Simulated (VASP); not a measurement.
# CaSe: relaxation of cell and atoms with PBE

Crystal: CaSe.

```
Ca Se
1.0
     0.00000    3.25683    3.25683
     3.25683    0.00000    3.25683
     3.25683    3.25683    0.00000
Ca Se
1 1
Cartesian
  0.0000 0.0000 0.0000
  1.6284 1.6284 1.6284
```

```
Program                : VASP 6.6.1
Task                   : relaxation of cell and atoms
Functional             : PBE
Potentials or basis    : VASP PAW PBE potentials, release 64 (Ca_sv, Se)
Cutoff                 : 600 eV
k mesh                 : 6 × 6 × 6
Occupations            : fermi-dirac, width 0.02 eV
Spin                   : no spin polarisation
Dipole correction      : no
Further INCAR settings : ALGO = Normal; EDIFF = 1e-07; IBRION = 2; EDIFFG = -0.005; NSW = 80; ISIF = 3
```

| Property | Result |
| --- | --- |
| Relaxed volume | 35.87 Å³/atom |
| Relaxed cell | a = 4.664 Å, b = 4.664 Å, c = 4.664 Å, α = 60.00°, β = 60.00°, γ = 60.00° |
| Space group after relaxing (to 0.1 Å) | F-43m (No. 216) |
| Energy gained by relaxing | 5.3 meV/atom |
| Ionic steps | 3 |
| Pressure after relaxing | 0.0 GPa |
| Band gap on the k mesh | 3.15 eV (least direct gap 3.24 eV) |

Step by step:
```
step  energy change (eV)  largest force (eV/Å)  pressure (GPa)  volume (Å³)
   1              0.0000                0.0000            1.33        69.09
   2             -0.0106                0.0000           -0.11        71.99
   3             -0.0107                0.0000            0.00        71.74
```

Final structure:
```xyz
2
Lattice="0.0000 3.2980 3.2980 3.2980 0.0000 3.2980 3.2980 3.2980 0.0000" Properties=species:S:1:pos:R:3 pbc="T T T"
Ca    0.0000    0.0000    0.0000
Se    1.6490    1.6490    1.6490
```

Levels at points of the mesh, in eV from the valence-band top:
| k point | band 6 | band 7 | band 8 | band 9 | band 10 | band 11 |
| --- | --- | --- | --- | --- | --- | --- |
| (0.00, 0.00, 0.00) | -0.09 | -0.09 | -0.09 | 3.15 | 5.34 | 5.34 |
| (0.50, 0.00, 0.00) | -1.20 | -0.01 | -0.01 | 5.05 | 5.46 | 5.46 |
| (0.50, 0.50, 0.00) | -1.22 | -0.04 | -0.04 | 3.54 | 4.95 | 6.05 |

Run time: 26 s on 1 thread of Intel(R) Xeon(R) 6975P-C (Granite Rapids), with other jobs on the host, peak memory 0.24 GiB.

A k mesh can miss the band edges.
